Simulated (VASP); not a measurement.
# La (P6_3/mmc) in VASP: a series of runs, part 2 of 2

VASP 6.6.1.

**4. Relaxation of cell and atoms, PBEsol**

Input file INCAR:

```
SYSTEM = La
PREC     = Accurate       ! precision mode
ENCUT    = 480            ! plane-wave cutoff, eV
EDIFF    = 1E-7           ! SCF threshold, eV
ISMEAR   = 0              ! smearing method
SIGMA    = 0.1            ! smearing width, eV
LREAL    = .FALSE.        ! projectors in reciprocal space
LASPH    = .TRUE.         ! aspherical terms in the spheres
NELM     = 60             ! most SCF steps
ALGO     = Fast           ! electronic algorithm
ISIF     = 3              ! what is computed and relaxed
LWAVE    = .FALSE.        ! write WAVECAR
LCHARG   = .FALSE.        ! write CHGCAR
GGA      = PS             ! functional
IBRION   = 2              ! ionic algorithm
NSW      = 90             ! ionic steps
EDIFFG   = -0.005         ! ionic threshold
```

Input file KPOINTS:

```
regular mesh
0
G
  12 12 4
  0 0 0
```

Input file POSCAR:

```
La
1.0
    3.7963115000      0.0000000000      0.0000000000
   -1.8981557500      3.2877022000      0.0000000000
    0.0000000000      0.0000000000     12.0412575300
La
4
Direct
    0.0000000000      0.0000000000      0.0000000000
    0.0000000000      0.0000000000      0.5000000000
    0.3333333300      0.6666666700      0.2500000000
    0.6666666700      0.3333333300      0.7500000000
```

Potentials or basis: VASP PAW PBE potentials, release 64 (La).

Run with:

```bash
> cat potpaw_PBE.64/La/POTCAR > POTCAR
> mpirun -np 1 vasp_std > vasp.out
```

OUTCAR:

```text
SYSTEM = La
   PREC = Accurate
   ENCUT = 480
   EDIFF = 1E-7
   ISMEAR = 0
   LREAL = .FALSE.
   LASPH = .TRUE.
   NELM = 60
   ISIF = 3
   GGA = PS
   IBRION = 2
   NSW = 90
   EDIFFG = -0.005

 ion  position               nearest neighbor table
   1  0.000  0.000  0.000-
   2  0.000  0.000  0.500-
   3  0.333  0.667  0.250-
   4  0.667  0.333  0.750-

  LATTYP: Found a hexagonal cell.
 ALAT       =     3.7963115000
 C/A-ratio  =     3.1718307441

  Lattice vectors:

 A1 = (   3.7963115000,   0.0000000000,   0.0000000000)
 A2 = (  -1.8981557500,   3.2877022000,   0.0000000000)
 A3 = (   0.0000000000,   0.0000000000,  12.0412575300)

Analysis of symmetry for initial positions (statically):
=====================================================================
 Subroutine PRICEL returns:
 Original cell was already a primitive cell.

 Routine SETGRP: Setting up the symmetry group for a
 hexagonal supercell.

 Subroutine GETGRP returns: Found 24 space group operations
 (whereof 12 operations were pure point group operations)
 out of a pool of 24 trial point group operations.

The static configuration has the point symmetry D_3d.
 The point group associated with its full space group is D_6h.
[... 206 lines left out ...]

 number of electron      44.0000000 magnetization

 E-fermi :   8.4152     XC(G=0):  -9.9625

 val. band max:        8.4142516717   @ k =   0.3333   0.1667   0.2500
 cond. band min:       8.4366308306   @ k =   0.2500   0.2500   0.2500
 fundamental gap:      0.0223791589
 Fermi energy:         8.4152313634

 k-point     1 :       0.0000    0.0000    0.0000
  band No.  band energies     occupation
      1     -24.3740      2.00000
      2     -24.2433      2.00000
      3     -24.2320      2.00000
      4     -24.0953      2.00000
      5      -8.8885      2.00000
      6      -8.0752      2.00000
[... 685 lines left out ...]
     25       9.4343      0.00000
     26       9.8362      0.00000

 [... further k-points ...]

------------------------ aborting loop EDIFF was not reached (unconverged)  ----------------------------

  FORCE on cell =-STRESS in cart. coord.  units (eV):
  Direction    XX          YY          ZZ          XY          YZ          ZX
  --------------------------------------------------------------------------------------
  -------------------------------------------------------------------------------------
  Total       -0.5334343     -0.5334343     -0.2244442      0.0000000      0.0000000      0.0000000
  in kB       -6.1542793     -6.1542793     -2.5894329      0.0000000      0.0000000      0.0000000
  external PRESSURE =      -4.9659972 kB  Pullay stress =       0.0000000 kB
[... 215 lines left out ...]
--------------------------------------- Ionic step        8  -------------------------------------------

 number of electron      44.0000000 magnetization

 Free energy of the ion-electron system (eV)
  ---------------------------------------------------
  ext. energy  EPLUGINS =         0.00000000
  ---------------------------------------------------
  free energy    TOTEN  =       -21.40379775 eV

  energy without entropy =      -21.37210203  energy(sigma->0) =      -21.38794989

 E-fermi :   8.6113     XC(G=0): -10.0429

 val. band max:        8.6100126003   @ k =   0.3333   0.3333   0.5000
 cond. band min:       8.6305040120   @ k =   0.2500   0.0833   0.2500
 fundamental gap:      0.0204914118
 Fermi energy:         8.6113172912

 k-point     1 :       0.0000    0.0000    0.0000
  band No.  band energies     occupation
      1     -24.1603      2.00000
      2     -24.0229      2.00000
      3     -24.0118      2.00000
      4     -23.8676      2.00000
      5      -8.7122      2.00000
      6      -7.8658      2.00000
[... 718 lines left out ...]
  FREE ENERGIE OF THE ION-ELECTRON SYSTEM (eV)
  ---------------------------------------------------
  free  energy   TOTEN  =       -21.4037977541 eV

  energy  without entropy=      -21.3721020301  energy(sigma->0) =      -21.38794989

 reached required accuracy - stopping structural energy minimisation
```

OSZICAR:

```text
N       E                     dE             d eps       ncg     rms          rms(c)
DAV:   1     0.559801665732E+03    0.55980E+03   -0.14277E+04  2972   0.215E+03
DAV:   2     0.109423807558E+03   -0.45038E+03   -0.44516E+03  4580   0.442E+02
DAV:   3    -0.531472510433E+01   -0.11474E+03   -0.11382E+03  5422   0.264E+02
[... 246 lines left out ...]
RMM:   8    -0.214037971728E+02   -0.29191E-06   -0.29550E-06  2635   0.921E-03    0.329E-04
RMM:   9    -0.214037974056E+02   -0.23282E-06   -0.22963E-06  2506   0.847E-03    0.328E-04
RMM:  10    -0.214037975304E+02   -0.12477E-06   -0.13873E-06  2436   0.826E-03    0.180E-04
RMM:  11    -0.214037976611E+02   -0.13074E-06   -0.11704E-06  2308   0.772E-03    0.115E-04
RMM:  12    -0.214037977541E+02   -0.92978E-07   -0.99595E-07  2265   0.819E-03
   8 F= -.21403798E+02 E0= -.21387950E+02  d E =-.376420E-03
```

Run time: 55 min. Hardware: 1 thread of Intel Xeon Platinum 8375C at 2.90GHz (Ice Lake), shared host; peak memory 0.39 GiB.

Results:

```yaml
Free_energy: -21.4038 eV
Relaxed_volume: 34.06 Å³/atom
Relaxed_cell: a = 3.657 Å, b = 3.657 Å, c = 11.762 Å, α = 90.00°, β = 90.00°, γ = 120.00°
Space_group_after_relaxing_to_0.1_Å: P6_3/mmc (No. 194)
Energy_gained_by_relaxing: 28.0 meV/atom
Ionic_steps: 8
Pressure_after_relaxing: 0.0 GPa
Band_gap_on_the_k_mesh: zero (bands 22 and 23 overlap by 1.27 eV)
```

Step by step:
```
step  energy change (eV)  largest force (eV/Å)  pressure (GPa)  volume (Å³)
   1              0.0000                0.0000           -2.30       150.29
   2             -0.1071                0.0000           -0.50       138.87
   3             -0.1114                0.0000           -0.06       136.56
   4             -0.1115                0.0000            0.03       136.18
   5             -0.1118                0.0000            0.02       136.22
   6             -0.1118                0.0000            0.01       136.24
   7             -0.1118                0.0000            0.01       136.24
   8             -0.1119                0.0000            0.01       136.25
```

Final structure:
```xyz
4
Lattice="3.6574 0.0000 0.0000 -1.8287 3.1674 0.0000 0.0000 0.0000 11.7616" Properties=species:S:1:pos:R:3 pbc="T T T"
La    1.8287    3.1674    0.0000
La    1.8287    3.1674    5.8808
La    0.0000    2.1116    2.9404
La    1.8287    1.0558    8.8212
```

Caveat: the PAW data sets were made with another functional, which shifts forces and pressure a little; spin-orbit coupling is left out, which moves the levels of the heavy elements.

**5. Overview**

| k mesh | cutoff (eV) | gap on the mesh (eV) | pressure (GPa) | relaxed volume (Å³/atom) |
| --- | --- | --- | --- | --- |
| 6 × 6 × 2 | 600 | none | 0.0 | 34.36 |
| 12 × 12 × 4 | 580 | none | 0.0 | 34.09 |
| 12 × 12 × 4 | 480 | none | 0.0 | 34.06 |

Alike in all rows: task relaxation of cell and atoms; level PBEsol; potentials or basis VASP PAW PBE potentials, release 64 (La); no spin polarisation; cell relaxed; smearing gaussian 0.1 eV.

Caveats: the PAW data sets were made with another functional, which shifts forces and pressure a little; spin-orbit coupling is left out, which moves the levels of the heavy elements.

Absolute energies hang on the potentials; compare differences alone.
